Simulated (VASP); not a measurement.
A run of VASP 6.6.1 is set up as follows.

File INCAR:

```
SYSTEM = BaO
PREC = Accurate
ENCUT = 600
EDIFF = 1E-6
ISMEAR = 0
SIGMA = 0.1
LREAL = .False.
LASPH = .True.
NELM = 120
ALGO = Normal
ISIF = 2
LWAVE = .False.
LCHARG = .False.
GGA = PS
NBANDS = 15
GGA_COMPAT = .False.
```

KPOINTS

```
regular mesh
0
Gamma
  6 6 6
  0 0 0
```

File POSCAR:

```
BaO
1.0
    0.0000000000      2.7695000000      2.7695000000
    2.7695000000      0.0000000000      2.7695000000
    2.7695000000      2.7695000000      0.0000000000
Ba O
1 1
Direct
    0.0000000000      0.0000000000      0.0000000000
    0.5000000000      0.5000000000      0.5000000000
```

Potentials or basis: VASP PAW PBE potentials, release 64 (Ba_sv, O).

Launch:

```bash
$ cat potpaw_PBE.64/Ba_sv/POTCAR potpaw_PBE.64/O/POTCAR > POTCAR
$ mpirun -np 1 vasp_std > vasp.out
```

(1) Estimate the band gap on the k mesh.

(2) Estimate the pressure.

Results:

(1) 1.87 eV.

(2) -0.3 GPa.

Caveat: the PAW data sets were made with another functional, which shifts forces and pressure a little; spin-orbit coupling is left out, which moves the levels of the heavy elements.
